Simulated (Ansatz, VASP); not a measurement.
# One calculation of Y, two programs

```
Y
1.0
     3.64740    0.00000    0.00000
    -1.82370    3.15874    0.00000
     0.00000    0.00000    5.73060
Y
2
Direct
  0.33333 0.66667 0.25000
  0.66667 0.33333 0.75000
```

Alike in both runs: task single point; functional PBE; k mesh 9 × 9 × 5; no spin polarisation.

|  | VASP | Ansatz |
| --- | --- | --- |
| version | VASP 6.6.1 | Ansatz 0.2.0 |
| potentials or method | VASP PAW PBE potentials, release 64 (Y_sv), cutoff 520 eV | plane waves, PAW |
| occupations | methfessel-paxton of order 1, width 0.1 eV | cold |
| valence electrons in the cell | 22 | 22 |

```csv
,VASP,Ansatz,Ansatz less VASP
pressure (GPa),-0.3,-0.2,+0.14
"traceless stress, the component that is largest in VASP (GPa)",-0.43,-0.46,-0.030
```
